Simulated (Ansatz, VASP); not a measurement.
# Two plane-wave programs on AlN2O2

```
CELL_PARAMETERS angstrom
-1.74982 1.74982 4.10161
1.74982 -1.74982 4.10161
1.74982 1.74982 -4.10161
ATOMIC_POSITIONS crystal
Al 0.00000 0.00000 0.00000
N 0.75000 0.25000 0.50000
N 0.25000 0.75000 0.50000
O 0.62379 0.62379 0.00000
O 0.37621 0.37621 0.00000
```

Change from the starting cell: species swapped into the SrAs2Pd2 type (I4/mmm, No. 139).

Alike in both runs: task single point; functional PBE; k mesh 8 × 8 × 8; occupations gaussian, width 0.1 eV; no spin polarisation.

|  | VASP | Ansatz |
| --- | --- | --- |
| version | VASP 6.6.1 | Ansatz 0.2.0 |
| potentials or method | VASP PAW PBE potentials, release 64 (Al, N, O), cutoff 520 eV | scalar-relativistic, plane waves, PAW |
| valence electrons in the cell | 25 | 25 |

```csv
,VASP,Ansatz,Ansatz less VASP
gap on the k mesh at the Fermi level (eV),none,none,-
pressure (GPa),0.6,0.8,+0.21
"traceless stress, the component that is largest in VASP (GPa)",-10.91,-10.93,-0.018
rms of the force components (eV/Å),0.547,0.551,+0.0034
```

Atom by atom the forces differ by 0.003 eV/Å (rms over components). A gap of «none» marks a metal or a gap that the smearing closes. The functional is the same, so the differences come from potentials, cutoffs and numerics.
